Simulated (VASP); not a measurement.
Input of a VASP 6.6.1 run:

The input INCAR:

```
ALGO = Normal ; DIPOL = 0.5 0.5 0.363
EDIFF = 1E-6 ; ENCUT = 520
IDIPOL = 3 ; ISIF = 2
ISMEAR = 0 ; LASPH = T
LCHARG = F ; LDIPOL = T
LREAL = F ; LWAVE = F
NBANDS = 32 ; NELM = 60
PREC = Accurate ; SIGMA = 0.05
```

The input KPOINTS:

```
k-points
0
Gamma
  6 6 1
```

The input POSCAR:

```
ZnCd2Te2
1.0
    4.5325544674      0.0000000000      0.0000000000
   -2.2662772337      3.9253073128      0.0000000000
    0.0000000000      0.0000000000     19.8672286441
Te Cd Zn
2 2 1
Direct
    0.0000000000      0.0000000000      0.2013365866
    0.3333333333      0.6666666667      0.3964595968
    0.3333333333      0.6666666667      0.2479059306
    0.6666666667      0.3333333333      0.4211573136
    0.6666666667      0.7777777778      0.5486009290
```

Potentials or basis: VASP PAW LDA potentials, release 64 (Te, Cd, Zn).

Launch:

```sh
$ cat potpaw_LDA.64/Te/POTCAR potpaw_LDA.64/Cd/POTCAR potpaw_LDA.64/Zn/POTCAR > POTCAR
$ mpirun -np 1 vasp_std > vasp.out
```

Problem. Predict the largest force.

Solution. 0.480 eV/Å.

Problem. Predict the band gap on the k mesh.

Solution. Zero (filled and empty bands touch).

Forces on the atoms (eV/Å):
```
Te  -0.021  0.004  0.360
Te  -0.203 -0.054 -0.431
Cd  -0.008 -0.004 -0.329
Cd   0.059  0.060  0.390
Zn   0.173 -0.005  0.010
```

Caveat: spin-orbit coupling is left out, which moves the levels of the heavy elements.
